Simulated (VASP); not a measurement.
Wanted: the native input for a VASP 6.6.1 run.

| Quantity | Value |
| --- | --- |
| Task | single point |
| Functional | PBE |
| Potentials or basis | VASP PAW PBE potentials, release 64 (Ni, Sb) |
| Cutoff | 520 eV |
| k mesh | 18 × 18 × 10 |
| Occupations | gaussian, width 0.1 eV |
| Spin | no spin polarisation |
| Dipole correction | no |
| Further INCAR settings | ALGO = Normal; EDIFF = 1e-07; NBANDS = 23 |

The structure of NiSb lies in POSCAR:

```
NiSb
1.0
    3.9362117197      0.0000000000      0.0000000000
   -1.9681058598      3.4088593439      0.0000000000
    0.0000000000      0.0000000000      5.2028398285
Ni Sb
2 2
Direct
    0.0000000000      0.0000000000      0.0000000000
    0.0000000000      0.0000000000      0.5000000000
    0.3333333333      0.6666666667      0.2500000000
    0.6666666667      0.3333333333      0.7500000000
```

This cell differs from its parent crystal: biaxial strain in the a-b plane: -1.0 %, then relaxed in part.

One way to write it, as run:

INCAR

```
SYSTEM = NiSb
PREC = Accurate ; ENCUT = 520
EDIFF = 1E-7 ; ISMEAR = 0
SIGMA = 0.1 ; LREAL = .False.
LASPH = .True. ; NELM = 80
ALGO = Normal ; ISIF = 2
LWAVE = .False. ; LCHARG = .False.
GGA = PE ; NBANDS = 23
```

KPOINTS

```
regular mesh
0
Gamma
  18 18 10
  0 0 0
```

Potentials or basis: VASP PAW PBE potentials, release 64 (Ni, Sb).

The run is started by

```sh
$ cat potpaw_PBE.64/Ni/POTCAR potpaw_PBE.64/Sb/POTCAR > POTCAR
$ mpirun -np 1 vasp_std > vasp.out
```

Results of the run:

```yaml
Pressure: 1.2 GPa
Band_gap_on_the_k_mesh: zero (bands 15 and 16 overlap by 3.34 eV)
```

Caveat: the cell differs from its parent crystal (biaxial strain in the a-b plane: -1.0 %, then relaxed in part); spin-orbit coupling is left out, which moves the levels of the heavy elements.

It took 8.6 min on 1 thread of Oxide Virtual Turin-like Processor, with other jobs on the host, peak memory 0.4 GiB.
